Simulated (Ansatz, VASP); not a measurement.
## One calculation of LiTaO2, two programs

```xyz
4
Lattice="3.0553 0.0000 0.0000 0.0000 3.0879 0.0000 0.0000 0.0000 5.3433" Properties=species:S:1:pos:R:3 pbc="T T T"
Li    1.5276    1.5440    2.6717
Ta    0.0000    0.0000    0.0000
O     0.0000    1.5440    1.2968
O     0.0000    1.5440    4.0465
```

Change from the starting cell: species swapped into the CuAgO2 type (Pmmm, No. 47).

Alike in both runs: functional PBE; k mesh 16 × 16 × 8; occupations gaussian, width 0.1 eV; no spin polarisation.

Ansatz relaxed the structure, and its values are those at the end. VASP's run is a single point on that final structure, the one shown.

|  | VASP | Ansatz |
| --- | --- | --- |
| version | VASP 6.6.1 | Ansatz 0.2.0 |
| potentials or method | VASP PAW PBE potentials, release 64 (Li_sv, Ta_pv, O), cutoff 520 eV | scalar-relativistic, plane waves, PAW |
| valence electrons in the cell | 26 | 28 |

|  | VASP | Ansatz | Ansatz less VASP |
| --- | --- | --- | --- |
| gap on the k mesh at the Fermi level (eV) | none | none | - |
| rms of the force components (eV/Å) | 0.028 | 0.000 | -0.0277 |

A gap of «none» marks a metal or a gap that the smearing closes. The functional is the same, so the differences come from potentials, cutoffs and numerics. VASP's potentials hold 26 valence electrons a cell and Ansatz's 28, so a difference there can come from the potentials and not from the codes.

Spin-orbit coupling is off throughout. Noted on VASP's run: the cutoff is under 1.25 times that of the potentials, so the pressure is a little rough.
